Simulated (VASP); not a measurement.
# HgTe in VASP: further runs, part 2 of 2

VASP 6.6.1. Earlier steps stand in the parts before.

## (4) Single point, PBE

This run uses another cell than the first one, of 33.50 Å³/atom.

Input file INCAR:

```
PREC = Accurate
ENCUT = 520
EDIFF = 1E-6
ISMEAR = -1
SIGMA = 0.05
LREAL = False
LASPH = True
NELM = 100
ALGO = Normal
ISIF = 2
LWAVE = False
LCHARG = False
GGA = PE
NBANDS = 16
```

Input file KPOINTS:

```
Automatic mesh
0
Gamma
  13 13 13
```

Input file POSCAR:

```
HgTe
1.0
    0.0000000000      3.2235000000      3.2235000000
    3.2235000000      0.0000000000      3.2235000000
    3.2235000000      3.2235000000      0.0000000000
Hg Te
1 1
Direct
    0.0000000000      0.0000000000      0.0000000000
    0.2500000000      0.2500000000      0.2500000000
```

Potentials or basis: VASP PAW PBE potentials, release 64 (Hg, Te).

Launch:

```console
cat potpaw_PBE.64/Hg/POTCAR potpaw_PBE.64/Te/POTCAR > POTCAR
mpirun -np 1 vasp_std > vasp.out
```

OUTCAR:

```text
PREC = Accurate
   ENCUT = 520
   EDIFF = 1E-6
   ISMEAR = -1
   LREAL = False
   LASPH = True
   NELM = 100
   ISIF = 2
   GGA = PE

 ion  position               nearest neighbor table
   1  0.000  0.000  0.000-   2 2.79   2 2.79   2 2.79   2 2.79
   2  0.250  0.250  0.250-   1 2.79   1 2.79   1 2.79   1 2.79

  LATTYP: Found a face centered cubic cell.
 ALAT       =     6.4470000000

  Lattice vectors:

 A1 = (   0.0000000000,   3.2235000000,   3.2235000000)
 A2 = (   3.2235000000,   0.0000000000,   3.2235000000)
 A3 = (   3.2235000000,   3.2235000000,   0.0000000000)

Analysis of symmetry for initial positions (statically):
=====================================================================
 Subroutine PRICEL returns:
 Original cell was already a primitive cell.

 Routine SETGRP: Setting up the symmetry group for a
 face centered cubic supercell.

 Subroutine GETGRP returns: Found 24 space group operations
 (whereof 24 operations were pure point group operations)
 out of a pool of 48 trial point group operations.

The static configuration has the point symmetry T_d .

Analysis of symmetry for dynamics (positions and initial velocities):
=====================================================================
 Subroutine PRICEL returns:
 Original cell was already a primitive cell.

 Routine SETGRP: Setting up the symmetry group for a
 face centered cubic supercell.

 Subroutine GETGRP returns: Found 24 space group operations
 (whereof 24 operations were pure point group operations)
 out of a pool of 48 trial point group operations.

The dynamic configuration has the point symmetry T_d .

 Subroutine INISYM returns: Found 24 space group operations
 (whereof 24 operations are pure point group operations),
 and found     1 'primitive' translations

----------------------------------------------------------------------------------------
[... 110 lines left out ...]
   IALGO  =     38    algorithm
   IMIX   =      4    mixing-type and parameters
     AMIX     =   0.40;   BMIX     =  1.00
     AMIX_MAG =   1.60;   BMIX_MAG =  1.00
  volume/ion in A,a.u.               =      33.50       226.04
  Fermi-wavevector in a.u.,A,eV,Ry     =   1.056399  1.996305 15.183815  1.115979
  Thomas-Fermi vector in A             =   2.191633
   LORBIT       =      0    0 simple, 1 ext, 2 COOP (PROOUT), +10 PAW based schemes
   GGA     = PE    functional components
   LHFCALC =     F    Hartree Fock is set to
   AEXX    =    0.0000 exact exchange contribution
   IVDW    =     0    specifies the selected vdW correction
   LEPSILON=     F    determine dielectric tensor
   LRPA    =     F    only Hartree local field effects (RPA)
 non-spin polarized calculation
  energy-cutoff  :      520.00
  volume of cell :       66.99
 maximum number of plane-waves:      1832
 NGX is ok and might be reduce to    36
   NGX = 17   NGY = 17   NGZ = 17

 number of electron      18.0000001 magnetization

 Free energy of the ion-electron system (eV)
  ---------------------------------------------------
  ext. energy  EPLUGINS =         0.00000000
  ---------------------------------------------------
  free energy    TOTEN  =        -3.57267177 eV

  energy without entropy =       -3.57245862  energy(sigma->0) =       -3.57256520

 E-fermi :   3.2890     XC(G=0):  -8.7800

 val. band max:        3.1813339672   @ k =   0.0000   0.0000   0.0000
 cond. band min:       3.5917412118   @ k =   0.0769   0.0000   0.0000
 fundamental gap:      0.4104072446
 Fermi energy:         3.2889939103

 k-point     1 :       0.0000    0.0000    0.0000
  band No.  band energies     occupation
      1      -8.8634      2.00000
      2      -4.2193      2.00000
      3      -4.2193      2.00000
      4      -4.2193      2.00000
      5      -3.6795      2.00000
      6      -3.6795      2.00000
[... 433 lines left out ...]
      3      -4.0481      2.00000
      4      -3.7564      2.00000
      5      -3.6505      2.00000
      6      -3.5093      2.00000
[... 8 lines left out ...]
     15      12.7175      0.00000
     16      13.4530      0.00000

 [... further k-points ...]

------------------------ aborting loop because EDIFF is reached ----------------------------------------

  FORCE on cell =-STRESS in cart. coord.  units (eV):
  Direction    XX          YY          ZZ          XY          YZ          ZX
  --------------------------------------------------------------------------------------
  -------------------------------------------------------------------------------------
  Total        1.7288221      1.7288221      1.7288221      0.0000000     -0.0000000     -0.0000000
  in kB       41.3473689     41.3473689     41.3473689      0.0000000     -0.0000000     -0.0000000
  external PRESSURE =      41.3473689 kB  Pullay stress =       0.0000000 kB

 VOLUME and BASIS-vectors are now :
 -----------------------------------------------------------------------------
  energy-cutoff  :      520.00
  volume of cell :       66.99
      direct lattice vectors                 reciprocal lattice vectors
     0.000000000  3.223500000  3.223500000    -0.155110904  0.155110904  0.155110904
     3.223500000  0.000000000  3.223500000     0.155110904 -0.155110904  0.155110904
     3.223500000  3.223500000  0.000000000     0.155110904  0.155110904 -0.155110904

 POSITION                                       TOTAL-FORCE (eV/Angst)
 -----------------------------------------------------------------------------------
      0.00000      0.00000      0.00000         0.000000      0.000000      0.000000
      1.61175      1.61175      1.61175        -0.000000     -0.000000     -0.000000
 -----------------------------------------------------------------------------------
    total drift:                               -0.000000     -0.000000     -0.000000

  FREE ENERGIE OF THE ION-ELECTRON SYSTEM (eV)
  ---------------------------------------------------
  free  energy   TOTEN  =        -3.5726717710 eV

  energy  without entropy=       -3.5724586199  energy(sigma->0) =       -3.57256520
```

OSZICAR:

```text
N       E                     dE             d eps       ncg     rms          rms(c)
DAV:   1     0.105842993459E+03    0.10584E+03   -0.81117E+03  2704   0.977E+02
DAV:   2    -0.417361680809E-01   -0.10588E+03   -0.99325E+02  3064   0.230E+02
DAV:   3    -0.375089208268E+01   -0.37092E+01   -0.36982E+01  3360   0.441E+01
DAV:   4    -0.378590823583E+01   -0.35016E-01   -0.35014E-01  3872   0.385E+00
DAV:   5    -0.378603573556E+01   -0.12750E-03   -0.12750E-03  3648   0.203E-01    0.781E+00
DAV:   6    -0.358116628893E+01    0.20487E+00   -0.40012E-01  3096   0.861E+00    0.616E+00
DAV:   7    -0.357344248726E+01    0.77238E-02   -0.10125E-01  3128   0.219E+00    0.221E+00
DAV:   8    -0.357261563813E+01    0.82685E-03   -0.11071E-02  2984   0.121E+00    0.552E-01
DAV:   9    -0.357262986744E+01   -0.14229E-04   -0.73612E-04  3512   0.314E-01    0.132E-01
DAV:  10    -0.357265865765E+01   -0.28790E-04   -0.85799E-05  3376   0.815E-02    0.506E-02
DAV:  11    -0.357267413407E+01   -0.15476E-04   -0.37132E-05  3248   0.475E-02    0.408E-02
DAV:  12    -0.357267195603E+01    0.21780E-05   -0.44450E-06  3080   0.192E-02    0.203E-02
DAV:  13    -0.357267177104E+01    0.18500E-06   -0.64481E-07  2296   0.415E-03
   1 F= -.35726718E+01 E0= -.35725652E+01  d E =-.213151E-03
```

Run time: 2 min. Hardware: 1 thread of Intel Xeon 8259CL, shared host; peak memory 0.26 GiB.

What came out:

```
Free energy            : -3.5727 eV
Pressure               : 4.1 GPa
Band gap on the k mesh : zero (filled and empty bands touch)
```

Caveat: the cell stands under pressure; semilocal functionals underestimate gaps, so a narrow gap can read as zero; spin-orbit coupling is left out, which moves the levels of the heavy elements.

## (5) The runs side by side

| task | cell | gap on the mesh (eV) | pressure (GPa) |
| --- | --- | --- | --- |
| single point | a = 4.628, b = 4.628, c = 4.559 Å, angles 60.5, 60.5, 59.0°, 2 atoms | none | 2.6 |
| relaxation of the atoms | atoms relaxed from a = 4.466 Å, angles 60.0°, 2 atoms | none | 8.0 |
| single point | a = 4.559 Å, angles 60.0°, 2 atoms | none | 4.1 |

Alike in all rows: level PBE; potentials or basis VASP PAW PBE potentials, release 64 (Hg, Te); no spin polarisation; k mesh 13 × 13 × 13; cutoff (eV) 520; smearing fermi-dirac 0.05 eV.

Caveats: semilocal functionals underestimate gaps, so a narrow gap can read as zero; spin-orbit coupling is left out, which moves the levels of the heavy elements; the relaxation stopped at its first step, so nothing moved (at least some runs); the cell stands under pressure (at least some runs).

Total energies depend on the potentials used, so only differences within one code and one set of settings carry meaning.
